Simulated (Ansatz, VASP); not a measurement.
# One calculation of CdS, two programs

The input INCAR:

```
  PREC = Accurate
  ENCUT = 520
  EDIFF = 1E-6
  ISMEAR = 0
  SIGMA = 0.02
  LREAL = False
  LASPH = True
  NELM = 60
  ALGO = Normal
  ISIF = 2
  LWAVE = False
  LCHARG = False
  GGA = PE
  NBANDS = 16
```

Contents of KPOINTS:

```
Automatic mesh
0
Gamma
  8 8 8
```

The input POSCAR:

```
CdS
1.0
    0.0000000000      2.9632110671      2.9632110671
    2.9632110671      0.0000000000      2.9632110671
    2.9632110671      2.9632110671      0.0000000000
Cd S
1 1
Direct
    0.0000000000      0.0000000000      0.0000000000
    0.2500000000      0.2500000000      0.2500000000
```

Input for Ansatz:

```yaml
crystal:
  lattice:
    - [0.0, 2.9632110671, 2.9632110671]
    - [2.9632110671, 0.0, 2.9632110671]
    - [2.9632110671, 2.9632110671, 0.0]
  atoms:
    - { symbol: Cd, position: [0.0, 0.0, 0.0] }
    - { symbol: S, position: [0.25, 0.25, 0.25] }
basis:
  ecutwfc: 420
kpoints:
  mp_grid: { grid: [8, 8, 8] }
  band_path: { path: [VBM, CBM], npoints: 2 }
hamiltonian:
  xc: pbe
scf:
  occupations: { method: gaussian, width: 0.02 }
output:
  forces: false
  stress: false
  eigenvalues: true
checkpoint:
  read: start.run
  write: ck
  compress: false
  write_wavefunctions: false
  write_every: 100000
```

Alike in both runs: task single point; functional PBE; k mesh 8 × 8 × 8; occupations gaussian, width 0.02 eV; no spin polarisation.

|  | VASP | Ansatz |
| --- | --- | --- |
| version | VASP 6.6.1 | Ansatz 0.2.0 |
| potentials or method | VASP PAW PBE potentials, release 64 (Cd, S), cutoff 520 eV | scalar-relativistic, plane waves, PAW |
| valence electrons in the cell | 18 | 26 |

```tsv
	VASP	Ansatz	Ansatz less VASP
gap on the k mesh at the Fermi level (eV)	1.04	1.04	-0.002
least direct gap on the mesh (eV)	1.04	1.04	-0.002
```

The functional is the same, so the differences come from potentials, cutoffs and numerics. VASP's potentials hold 18 valence electrons a cell and Ansatz's 26, so a difference there can come from the potentials and not from the codes.
